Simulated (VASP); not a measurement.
Cu: single point with HSE06

The system is Cu.

```
Cu
1.0
     0.00000    1.80750    1.78943
     1.80750    0.00000    1.78943
     1.80750    1.80750    0.00000
Cu
1
Direct
  0.00000 0.00000 0.00000
```

This cell differs from its parent crystal: cell strained by -1.0% along z.

```
Program             : VASP 6.6.1
Task                : single point
Functional          : HSE06
Potentials or basis : VASP PAW PBE potentials, release 64 (Cu)
Cutoff              : 380 eV
k mesh              : 8 × 8 × 8
Occupations         : methfessel-paxton of order 2, width 0.1 eV
Spin                : no spin polarisation
```

- Pressure: 3.5 GPa
- Band gap on the k mesh: zero (an odd number of electrons rules out a gap without spin polarisation)

Stress tensor (GPa, compression positive):
```
3.91 0.00 0.00
0.00 3.91 0.00
0.00 0.00 2.59
```

Levels at points of the mesh, in eV from the Fermi level:
| k point | band 3 | band 4 | band 5 | band 6 | band 7 | band 8 | band 9 | band 10 |
| --- | --- | --- | --- | --- | --- | --- | --- | --- |
| (0.00, 0.00, 0.00) | -4.12 | -4.07 | -3.29 | -3.25 | 24.28 | 27.35 | 27.35 | 27.40 |
| (0.50, 0.00, 0.00) | -4.15 | -2.53 | -2.50 | -0.64 | 4.92 | 22.66 | 24.11 | 24.48 |
| (0.50, 0.50, 0.00) | -2.62 | -2.30 | -2.30 | 2.52 | 8.77 | 14.65 | 14.65 | 19.37 |
| (0.50, 0.00, 0.50) | -2.63 | -2.33 | -2.29 | 2.27 | 8.48 | 14.89 | 14.90 | 19.59 |

Run time: 3.2 min on 8 MPI ranks on Intel(R) Xeon(R) 6975P-C (Granite Rapids) (shared host), peak memory 0.2 GiB a rank.

Caveat: the k points lie up to 0.38 Å⁻¹ apart, too coarse for converged energies and pressures of a metal; the cell differs from its parent crystal (cell strained by -1.0% along z); the PAW data sets were made with another functional, which shifts forces and pressure a little.
